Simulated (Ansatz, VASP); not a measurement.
## One calculation of Ge2Sb2Te5, two programs

Contents of INCAR:

```
  ALGO = Normal
  EDIFF = 1E-7
  ENCUT = 520
  GGA = PE
  ISIF = 2
  ISMEAR = 0
  LASPH = T
  LCHARG = T
  LELF = T
  LREAL = F
  LVHAR = T
  LWAVE = F
  NBANDS = 44
  NELM = 60
  PREC = Accurate
  SIGMA = 0.03
```

KPOINTS

```
k-points
0
Gamma
  9 9 2
```

The input POSCAR:

```
Ge2Sb2Te5
1.0
    4.1645000000      0.0000000000      0.0000000000
   -2.0822500000      3.6065627941      0.0000000000
    0.0000000000      0.0000000000     17.4837000000
Ge Sb Te
2 2 5
Direct
    0.0000000000      0.0000000000      0.3314713560
    0.0000000000      0.0000000000      0.6685286440
    0.3333333333      0.6666666667      0.1121550832
    0.6666666667      0.3333333333      0.8878449168
    0.0000000000      0.0000000000      0.0000000000
    0.3333333333      0.6666666667      0.7913602895
    0.6666666667      0.3333333333      0.2086397105
    0.3333333333      0.6666666667      0.4097504733
    0.6666666667      0.3333333333      0.5902495267
```

Input for Ansatz:

```yaml
crystal:
  lattice:
    - [4.1645, 0.0, 0.0]
    - [-2.08225, 3.6065627941, 0.0]
    - [0.0, 0.0, 17.4837]
  atoms:
    - { symbol: Ge, position: [0.0, 0.0, 0.331471356] }
    - { symbol: Ge, position: [0.0, 0.0, 0.668528644] }
    - { symbol: Sb, position: [0.3333333333, 0.6666666667, 0.1121550832] }
    - { symbol: Sb, position: [0.6666666667, 0.3333333333, 0.8878449168] }
    - { symbol: Te, position: [0.0, 0.0, 0.0] }
    - { symbol: Te, position: [0.3333333333, 0.6666666667, 0.7913602895] }
    - { symbol: Te, position: [0.6666666667, 0.3333333333, 0.2086397105] }
    - { symbol: Te, position: [0.3333333333, 0.6666666667, 0.4097504733] }
    - { symbol: Te, position: [0.6666666667, 0.3333333333, 0.5902495267] }
basis:
  ecutwfc: 420
kpoints:
  mp_grid: { grid: [9, 9, 2] }
hamiltonian:
  xc: pbe
  pseudopotentials: { kind: paw, azcp: { folder: soft_1 } }
scf:
  occupations: { method: gaussian, width: 0.03 }
output:
  forces: true
  stress: true
  eigenvalues: true
```

Alike in both runs: task single point; functional PBE; k mesh 9 × 9 × 2; occupations gaussian, width 0.03 eV; no spin polarisation.

```csv
,VASP,Ansatz
version,VASP 6.6.1,Ansatz 0.2.0
potentials or method,"VASP PAW PBE potentials, release 64 (Ge_d, Sb, Te), cutoff 520 eV","scalar-relativistic, plane waves, PAW"
valence electrons in the cell,68,138
```

VASP gave:

* gap on the k mesh at the Fermi level (eV): 0.12
* least direct gap on the mesh (eV): 0.15
* pressure (GPa): 4.5
* traceless stress, the component that is largest in VASP (GPa): 0.08
* rms of the force components (eV/Å): 0.253

Q: What did Ansatz give for the same quantities?

A: gap on the k mesh at the Fermi level (eV): 0.12; least direct gap on the mesh (eV): 0.14; pressure (GPa): 4.5; traceless stress, the component that is largest in VASP (GPa): 0.08; rms of the force components (eV/Å): 0.242.

Atom by atom the forces differ by 0.012 eV/Å (rms over components). VASP's potentials hold 68 valence electrons a cell and Ansatz's 138, so a difference there can come from the potentials and not from the codes.

Spin-orbit coupling is off throughout.
